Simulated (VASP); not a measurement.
**MnO (rock salt type): single point with PBE**

The system is MnO (rock salt type).

```
CELL_PARAMETERS angstrom
0.00000 2.07948 2.07948
2.07948 0.00000 2.07948
2.07948 2.07948 0.00000
ATOMIC_POSITIONS crystal
Mn 0.00000 0.00000 0.00000
O 0.50000 0.50000 0.50000
```

```json
{"Program": "VASP 6.6.1", "Task": "single point", "Functional": "PBE", "Potentials or basis": "VASP PAW PBE potentials, release 64 (Mn_pv, O)", "Cutoff": "520 eV", "k mesh": "23 × 23 × 23", "Occupations": "fermi-dirac, width 0.0612256 eV", "Spin": "no spin polarisation"}
```

| Item | Value |
| --- | --- |
| Pressure | -8.0 GPa |
| Band gap on the k mesh | zero (an odd number of electrons rules out a gap without spin polarisation) |

Levels at points of the mesh, in eV from the Fermi level:
| k point | band 7 | band 8 | band 9 | band 10 | band 11 | band 12 | band 13 | band 14 |
| --- | --- | --- | --- | --- | --- | --- | --- | --- |
| (0.00, 0.00, 0.00) | -4.61 | -1.62 | -1.62 | -1.62 | -0.87 | -0.87 | 1.39 | 15.40 |

Wall time 2.8 min on 1 thread of Intel Xeon 8259CL, on a shared host, peak memory 0.23 GiB.

Caveat: the cell stands under tension; an odd number of electrons without spin polarisation forces a metal; a magnetic or distorted state may lie lower; the run has no spin polarisation, though such a crystal can be magnetic; semilocal functionals often make such compounds metallic where correlation or magnetic order opens a gap, which also shifts bond lengths. With open d or f shells a metallic result of PBE can be an artefact of self-interaction; +U or a hybrid may open a gap.
